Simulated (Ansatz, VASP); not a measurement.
# One calculation of Al2Cu, two programs

```xyz
3
Lattice="-2.0303 2.0303 2.8511 2.0303 -2.0303 2.8511 2.0303 2.0303 -2.8511" Properties=species:S:1:pos:R:3 pbc="T T T"
Cu    0.0000    0.0000    2.8511
Al    2.0303    0.0000    1.4255
Al    0.0000    2.0303    1.4255
```

Alike in both runs: functional LDA; k mesh 9 × 9 × 9; occupations fermi-dirac, width 0.05 eV; no spin polarisation.

|  | VASP | Ansatz |
| --- | --- | --- |
| version | VASP 6.6.1 | Ansatz 0.2.0 |
| potentials or method | VASP PAW LDA potentials, release 64 (Cu, Al), cutoff 520 eV | all-electron LAPW, scalar-relativistic |
| task | single point | band structure |

|  | VASP | Ansatz | Ansatz less VASP |
| --- | --- | --- | --- |
| gap on the k mesh at the Fermi level (eV) | none | none | - |
| pressure (GPa) | -2.9 | -3.2 | -0.30 |
| traceless stress, the component that is largest in VASP (GPa) | 0.11 | 0.12 | +0.006 |

LDA's correlation is that of Perdew and Zunger in VASP and of Perdew and Wang (1992) in Ansatz. A gap of «none» marks a metal or a gap that the smearing closes. Ansatz ran all-electron here, and VASP with PAW potentials.
